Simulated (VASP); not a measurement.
# MnSn7O16 (a cell with a defect) in VASP: electric field gradients with PBE

Aim: the electric field gradients of MnSn7O16 (a cell with a defect) with PBE.

Program: VASP 6.6.1. These are calculated values, not measurements. Logs are shortened: lines on timing, memory, paths and dates and some standing lists are left out, and cuts for length are marked.

### Step 1. The cell of the first run

The cell holds a defect, 24 atoms: a = 7.420 Å, b = 7.420 Å, c = 7.420 Å, α = 100.63°, β = 100.63°, γ = 129.13°.

### Step 2. Electric field gradients, PBE, collinear spin, ferromagnetic start

Input file INCAR:

```
SYSTEM = MnSn7O16
  PREC = Accurate
  ENCUT = 520
  EDIFF = 1E-8
  ISMEAR = -1
  SIGMA = 0.01
  LREAL = Auto
  LASPH = .True.
  NELM = 150
  ALGO = Normal
  ISIF = 2
  LWAVE = .False.
  LCHARG = .False.
  ISPIN = 2
  MAGMOM = 3 0 0 0 0 0 0 0 0 0 0 0 0 0 0 0 0 0 0 0 0 0 0 0
  LORBIT = 11
  LMAXMIX = 4
  GGA = PE
  LEFG = .True.
  NELECT = 206.0
  NBANDS = 126
  KPAR = 4
```

Input file KPOINTS:

```
Automatic mesh
0
Gamma
  4 4 4
  0.5 0.5 0.5
```

Input file POSCAR:

```
MnSn7O16
1.0
   -4.7380000000      4.7380000000      3.1865000000
    4.7380000000     -4.7380000000      3.1865000000
    4.7380000000      4.7380000000     -3.1865000000
Mn Sn O
1 7 16
Direct
    0.0000000000      0.0000000000      0.0000000000
    0.5000000000      0.5000000000      0.0000000000
    0.5000000000      0.0000000000      0.5000000000
    0.0000000000      0.5000000000      0.5000000000
    0.5000000000      0.5000000000      0.5000000000
    0.0000000000      0.0000000000      0.5000000000
    0.0000000000      0.5000000000      0.0000000000
    0.5000000000      0.0000000000      0.0000000000
    0.1535500000      0.1535500000      0.3071000000
    0.6535500000      0.6535500000      0.3071000000
    0.6535500000      0.1535500000      0.8071000000
    0.1535500000      0.6535500000      0.8071000000
    0.6535500000      0.3464500000      0.5000000000
    0.1535500000      0.8464500000      0.5000000000
    0.1535500000      0.3464500000      0.0000000000
    0.6535500000      0.8464500000      0.0000000000
    0.3464500000      0.3464500000      0.6929000000
    0.8464500000      0.8464500000      0.6929000000
    0.8464500000      0.3464500000      0.1929000000
    0.3464500000      0.8464500000      0.1929000000
    0.3464500000      0.6535500000      0.5000000000
    0.8464500000      0.1535500000      0.5000000000
    0.8464500000      0.6535500000      0.0000000000
    0.3464500000      0.1535500000      0.0000000000
```

Potentials or basis: VASP PAW PBE potentials, release 64 (Mn_pv, Sn_d, O).

On the command line:

```
$ cat potpaw_PBE.64/Mn_pv/POTCAR potpaw_PBE.64/Sn_d/POTCAR potpaw_PBE.64/O/POTCAR > POTCAR
$ mpirun -np 4 vasp_std > vasp.out
```

OUTCAR:

```text
SYSTEM = MnSn7O16
   PREC = Accurate
   ENCUT = 520
   EDIFF = 1E-8
   ISMEAR = -1
   LREAL = Auto
   LASPH = .True.
   NELM = 150
   ISIF = 2
   ISPIN = 2
   LORBIT = 11
   GGA = PE
   NELECT = 206.0

 ion  position               nearest neighbor table
   1  0.000  0.000  0.000-  15 2.05  16 2.05  23 2.05  24 2.05   9 2.06  18 2.06   2 3.19   2 3.19

   2  0.500  0.500  0.000-  15 2.05  16 2.05  23 2.05  24 2.05  10 2.06  17 2.06   1 3.19   1 3.19
                             8 3.71   5 3.71   6 3.71   5 3.71   8 3.71   7 3.71   7 3.71   6 3.71
   3  0.500  0.000  0.500-  13 2.05  14 2.05  21 2.05  22 2.05  11 2.06  20 2.06   4 3.19   4 3.19
                             8 3.71   5 3.71   6 3.71   8 3.71   5 3.71   6 3.71   7 3.71   7 3.71
   4  0.000  0.500  0.500-  13 2.05  14 2.05  21 2.05  22 2.05  12 2.06  19 2.06   3 3.19   3 3.19
                             8 3.71   5 3.71   6 3.71   7 3.71   6 3.71   5 3.71   7 3.71   8 3.71
   5  0.500  0.500  0.500-   9 2.05  18 2.05  17 2.05  10 2.05  13 2.06  21 2.06   6 3.19   6 3.19
                             4 3.71   2 3.71   2 3.71   3 3.71   4 3.71   3 3.71
   6  0.000  0.000  0.500-  10 2.05  17 2.05   9 2.05  18 2.05  14 2.06  22 2.06   5 3.19   5 3.19
                             4 3.71   2 3.71   4 3.71   3 3.71   3 3.71   2 3.71
   7  0.000  0.500  0.000-  11 2.05  20 2.05  19 2.05  12 2.05  15 2.06  23 2.06   8 3.19   8 3.19
                             4 3.71   2 3.71   4 3.71   2 3.71   3 3.71   3 3.71
   8  0.500  0.000  0.000-  12 2.05  19 2.05  11 2.05  20 2.05  16 2.06  24 2.06   7 3.19   7 3.19
                             4 3.71   2 3.71   3 3.71   2 3.71   3 3.71   4 3.71
   9  0.154  0.154  0.307-   5 2.05   6 2.05   1 2.06
  10  0.654  0.654  0.307-   6 2.05   5 2.05   2 2.06
  11  0.654  0.154  0.807-   7 2.05   8 2.05   3 2.06
  12  0.154  0.654  0.807-   8 2.05   7 2.05   4 2.06
  13  0.654  0.346  0.500-   3 2.05   4 2.05   5 2.06
  14  0.154  0.846  0.500-   3 2.05   4 2.05   6 2.06
[... 8 lines left out ...]
  23  0.846  0.654  0.000-   1 2.05   2 2.05   7 2.06
  24  0.346  0.154  0.000-   1 2.05   2 2.05   8 2.06

  LATTYP: Found a body centered tetragonal cell.
 ALAT       =     9.4760000000
 C/A-ratio  =     0.6725411566

  Lattice vectors:

 A1 = (  -4.7380000000,   4.7380000000,   3.1865000000)
 A2 = (   4.7380000000,  -4.7380000000,   3.1865000000)
 A3 = (   4.7380000000,   4.7380000000,  -3.1865000000)

Analysis of symmetry for initial positions (statically):
=====================================================================
 Subroutine PRICEL returns:
 Original cell was already a primitive cell.

 Routine SETGRP: Setting up the symmetry group for a
 body centered tetragonal supercell.

 Subroutine GETGRP returns: Found  8 space group operations
 (whereof  8 operations were pure point group operations)
 out of a pool of 16 trial point group operations.

The static configuration has the point symmetry D_2h.

[... 3787 lines left out ...]
      2.36900      2.36900      1.59325         0.000000      0.000000     -0.000000
      2.36900      2.36900     -1.59325         0.000000      0.000000      0.000000
[... 16 lines left out ...]
     -0.91396      0.91396      4.77975         0.985556     -0.985556      1.966139
     -0.91396      0.91396      1.59325         0.985556     -0.985556     -1.966139
 -----------------------------------------------------------------------------------
    total drift:                                0.000000      0.000000     -0.000000

  FREE ENERGIE OF THE ION-ELECTRON SYSTEM (eV)
  ---------------------------------------------------
  free  energy   TOTEN  =      -157.5318439385 eV

  energy  without entropy=     -157.5295148035  energy(sigma->0) =     -157.53067937

 Electric field gradients (V/A^2)
---------------------------------------------------------------------
 ion       V_xx      V_yy      V_zz      V_xy      V_xz      V_yz
---------------------------------------------------------------------
   1      25.086    25.086   -50.171   -16.619    -0.006    -0.006
   2      25.263    25.263   -50.527   -23.306    -0.002    -0.002
   3      28.963    31.120   -60.083   -22.096    -0.002    -0.002
   4      31.120    28.963   -60.083   -22.096    -0.002    -0.002
   5      27.486    27.486   -54.972    29.813     4.547     4.547
   6      27.486    27.486   -54.971    29.812    -4.552    -4.552
[... 16 lines left out ...]
  23     -20.160   -20.160    40.319   -59.627    13.075   -13.077
  24     -20.160   -20.160    40.319   -59.627   -13.077    13.075
---------------------------------------------------------------------

 Electric field gradients after diagonalization (V/A^2)
 (convention: |V_zz| > |V_xx| > |V_yy|)
----------------------------------------------------------------------
 ion       V_xx      V_yy      V_zz     asymmetry (V_yy - V_xx)/ V_zz
----------------------------------------------------------------------
   1      41.705     8.466   -50.171       0.663
   2      48.569     1.958   -50.527       0.923
   3      52.163     7.919   -60.083       0.736
   4      52.163     7.919   -60.083       0.736
   5     -55.339    -2.327    57.666       0.919
   6     -55.339    -2.327    57.666       0.919
[... 16 lines left out ...]
  23      58.390    21.396   -79.787       0.464
  24      58.390    21.396   -79.787       0.464
----------------------------------------------------------------------

           NMR quadrupolar parameters

 Cq : quadrupolar parameter    Cq=e*Q*V_zz/h
 eta: asymmetry parameters     (V_yy - V_xx)/ V_zz
 Q  : nuclear electric quadrupole moment in mb (millibarn)
----------------------------------------------------------------------
 ion       Cq(MHz)       eta       Q (mb)
----------------------------------------------------------------------
   1      -0.121       0.663       1.000
   2      -0.122       0.923       1.000
   3      -0.145       0.736       1.000
   4      -0.145       0.736       1.000
   5       0.139       0.919       1.000
   6       0.139       0.919       1.000
[... 16 lines left out ...]
  23      -0.193       0.464       1.000
  24      -0.193       0.464       1.000
----------------------------------------------------------------------

 total charge

# of ion       s       p       d       tot
------------------------------------------
    1        0.262   6.284   4.686  11.232
    2        0.877   1.073  10.377  12.327
    3        0.873   1.087  10.381  12.341
    4        0.873   1.087  10.381  12.341
    5        0.877   1.087  10.378  12.342
    6        0.877   1.087  10.378  12.342
[... 16 lines left out ...]
   23        1.567   3.424   0.000   4.991
   24        1.567   3.424   0.000   4.991
--------------------------------------------------
tot         31.403  69.425  77.339 178.166

 magnetization (x)

# of ion       s       p       d       tot
------------------------------------------
    1        0.003   0.002   0.066   0.071
    2        0.008   0.009   0.003   0.020
    3        0.000   0.000   0.000   0.000
    4        0.000   0.000   0.000   0.000
    5       -0.000  -0.001  -0.002  -0.003
    6       -0.000  -0.001  -0.002  -0.003
[... 16 lines left out ...]
   23       -0.001  -0.044   0.000  -0.045
   24       -0.001  -0.044   0.000  -0.045
--------------------------------------------------
tot          0.010  -0.184   0.070  -0.104
```

stdout:

```text
POSCAR found type information on POSCAR MnSnO
 POSCAR found :  3 types and      24 ions
 scaLAPACK will be used
 LDA part: xc-table for (Slater+PW92), standard interpolation
 POSCAR, INCAR and KPOINTS ok, starting setup
 FFT: planning ... GRIDC
 FFT: planning ... GRID_SOFT
 FFT: planning ... GRID
 WAVECAR not read
 entering main loop
 the old and the new charge density differ
 old charge density:   207.00000 new  206.00001
BRMIX: very serious problems
 the old and the new charge density differ
 old charge density:   207.00000 new  206.00001
BRMIX: very serious problems
 the old and the new charge density differ
 old charge density:   207.00000 new  206.00001
BRMIX: very serious problems
 the old and the new charge density differ
 old charge density:   207.00000 new  206.00001
    0.516E+01
ion   1

ion   2

ion   3

ion   4

ion   5

ion   6

ion   7

ion   8

ion   9

ion  10

ion  11

ion  12

ion  13

ion  14

ion  15

ion  16

ion  17

ion  18

ion  19

ion  20

ion  21

ion  22

ion  23

ion  24
```

It took 31 min on 4 MPI ranks of Intel Xeon Platinum 8559C (Emerald Rapids), shared host; peak memory 1 GiB.

Results:

| Item | Value |
| --- | --- |
| Free energy | -157.5318 eV |
| Largest force | 2.909 eV/Å |
| Net moment | -0.14 μB per cell |
| Site moments | Mn +0.07; Sn +0.02, +0.00, -0.00, +0.01 (each value once); O -0.00, +0.00, -0.04 (each value once) μB |
| Largest electric field gradient by atom | Mn -50.2; Sn -50.5, -60.1, +57.7, -67.8 (each value once); O -71.3, -103.3, -97.8, -97.7, -79.8 (each value once) V/Å² |
| Valence electrons inside the program's atomic spheres | Mn 11.23; Sn 12.33, 12.34 (each value once); O 4.99, 5.06 (each value once) |

Forces on the atoms (eV/Å):
```
Mn   0.000  0.000  0.000
Sn   0.000  0.000  0.000
Sn   0.000  0.000  0.000
Sn   0.000  0.000  0.000
Sn   0.000  0.000  0.000
Sn   0.000  0.000  0.000
Sn   0.000  0.000  0.000
Sn   0.000  0.000  0.000
O   -2.057 -2.057  0.000
O   -0.208 -0.208  0.000
O   -0.061 -0.190  0.000
O   -0.190 -0.061  0.000
O    0.335 -0.335  0.000
O    0.335 -0.335  0.000
O   -0.986  0.986 -1.966
O   -0.986  0.986  1.966
O    0.208  0.208  0.000
O    2.057  2.057  0.000
O    0.190  0.061  0.000
O    0.061  0.190  0.000
O   -0.335  0.335  0.000
O   -0.335  0.335  0.000
O    0.986 -0.986  1.966
O    0.986 -0.986 -1.966
```

Levels at points of the mesh, in eV from the Fermi level:
Spin up:
| k point | band 101 | band 102 | band 103 | band 104 | band 105 | band 106 |
| --- | --- | --- | --- | --- | --- | --- |
| (0.12, 0.12, 0.12) | -0.60 | -0.58 | -0.11 | 0.21 | 0.65 | 1.49 |
Spin down:
| k point | band 99 | band 100 | band 101 | band 102 | band 103 | band 104 | band 105 | band 106 | band 107 | band 108 |
| --- | --- | --- | --- | --- | --- | --- | --- | --- | --- | --- |
| (0.12, 0.12, 0.12) | -0.66 | -0.62 | -0.61 | -0.31 | -0.14 | 0.07 | 0.38 | 1.63 | 1.72 | 3.16 |

Electric field gradients, principal values (V/Å²):
```tsv
atom	least	middle	greatest (by size)
1 Mn	8.466	41.705	-50.171
2 Sn	1.958	48.569	-50.527
3 Sn	7.919	52.163	-60.083
4 Sn	7.919	52.163	-60.083
5 Sn	-2.327	-55.339	57.666
6 Sn	-2.327	-55.339	57.666
7 Sn	23.252	44.537	-67.788
8 Sn	23.252	44.537	-67.788
9 O	9.502	61.762	-71.265
10 O	39.109	64.198	-103.307
11 O	44.752	53.023	-97.775
12 O	44.752	53.023	-97.775
13 O	40.958	56.696	-97.654
14 O	40.958	56.697	-97.655
15 O	21.396	58.390	-79.787
16 O	21.396	58.390	-79.787
17 O	39.109	64.198	-103.307
18 O	9.502	61.762	-71.265
19 O	44.752	53.023	-97.775
20 O	44.752	53.023	-97.775
21 O	40.958	56.696	-97.654
22 O	40.958	56.697	-97.655
23 O	21.396	58.390	-79.787
24 O	21.396	58.390	-79.787
```

Caveat: the cell carries a net charge on a neutralising background, which shifts energy and pressure; the cell is charged against a uniform background, so pressure and absolute levels hang on convention; without QUAD_EFG the Cq values of the log hold for a quadrupole moment of 1 mb, not for the nuclei; spin-orbit coupling is left out, which moves the levels of the heavy elements; semilocal functionals often make such compounds metallic where correlation or magnetic order opens a gap, which also shifts bond lengths.
